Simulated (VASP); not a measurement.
# NaLiCl2: single point with LDA

The system is NaLiCl2.

```
Na Li Cl
1.0
     1.83685    1.06051    6.08457
    -1.83685    1.06051    6.08457
     0.00000   -2.12101    6.08457
Na Li Cl
1 1 2
Cartesian
  0.0000 0.0000 0.0000
  0.0000 0.0000 9.1268
  0.0000 0.0000 13.8293
  0.0000 0.0000 4.4244
```

* Program: VASP 6.6.1
* Task: single point
* Functional: LDA
* Potentials or basis: VASP PAW LDA potentials, release 64 (Na_pv, Li_sv, Cl)
* Cutoff: 520 eV
* k mesh: 9 × 9 × 9
* Occupations: gaussian, width 0.02 eV
* Spin: no spin polarisation
* Dipole correction: no
* Further INCAR settings: ALGO = Normal; EDIFF = 1e-06; NBANDS = 20

```json
{
  "Band gap on the k mesh": "5.61 eV"
}
```

Forces on the atoms (eV/Å):
```
Na   0.000  0.000  0.000
Li   0.000  0.000  0.000
Cl   0.000  0.000  0.002
Cl   0.000  0.000 -0.002
```

Levels at points of the mesh, in eV from the valence-band top:
```tsv
k point	band 8	band 9	band 10	band 11	band 12	band 13	band 14	band 15	band 16	band 17
(0.00, 0.00, 0.00)	-0.32	-0.32	-0.02	0.00	0.00	5.61	6.73	9.83	9.83	10.61
```

It took 76 s on 1 thread of Intel(R) Xeon(R) 6975P-C (Granite Rapids) (shared host), peak memory 0.31 GiB.

 A k mesh can miss the band edges.
